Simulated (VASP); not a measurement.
Set up this calculation in VASP 6.6.1, as the native input.

```
Task                   : single point
Functional             : PBEsol
Potentials or basis    : VASP PAW PBE potentials, release 64 (Ni)
Cutoff                 : 520 eV
k mesh                 : 17 × 17 × 5
Occupations            : fermi-dirac, width 0.1 eV
Spin                   : no spin polarisation
Dipole correction      : no
Further INCAR settings : ALGO = Normal; EDIFF = 1e-07; NBANDS = 28
```

The structure of Ni lies in POSCAR:

```
Ni
1.0
    2.5392367818      0.0000000000      0.0000000000
   -1.2696183909      2.1990435592      0.0000000000
    0.0000000000      0.0000000000      8.3184186722
Ni
4
Direct
    1.0000000000      1.0000000000      0.0000000000
    1.0000000000      1.0000000000      0.5000000000
    0.3333333333      0.6666666667      0.2500000000
    0.6666666667      0.3333333333      0.7500000000
```

This isn't the form of Ni at room conditions, which is fcc.

The input as run:

INCAR

```
SYSTEM = Ni
PREC = Accurate
ENCUT = 520
EDIFF = 1E-7
ISMEAR = -1
SIGMA = 0.1
LREAL = .False.
LASPH = .True.
NELM = 80
ALGO = Normal
ISIF = 2
LWAVE = .False.
LCHARG = .False.
GGA = PS
NBANDS = 28
```

KPOINTS

```
Automatic mesh
0
Gamma
  17 17 5
  0 0 0
```

Potentials or basis: VASP PAW PBE potentials, release 64 (Ni).

Run with:

```console
$ cat potpaw_PBE.64/Ni/POTCAR > POTCAR
$ mpirun -np 1 vasp_std > vasp.out
```

It gave:

| Property | Result |
| --- | --- |
| Pressure | -19.5 GPa |
| Band gap on the k mesh | zero (bands 20 and 21 overlap by 0.51 eV) |

Caveat: the cell stands under tension; the PAW data sets were made with another functional, which shifts forces and pressure a little; the run has no spin polarisation, though such a crystal can be magnetic.

It took 62 s on 1 thread of Intel(R) Xeon(R) 6975P-C (Granite Rapids) (shared host), peak memory 0.22 GiB.
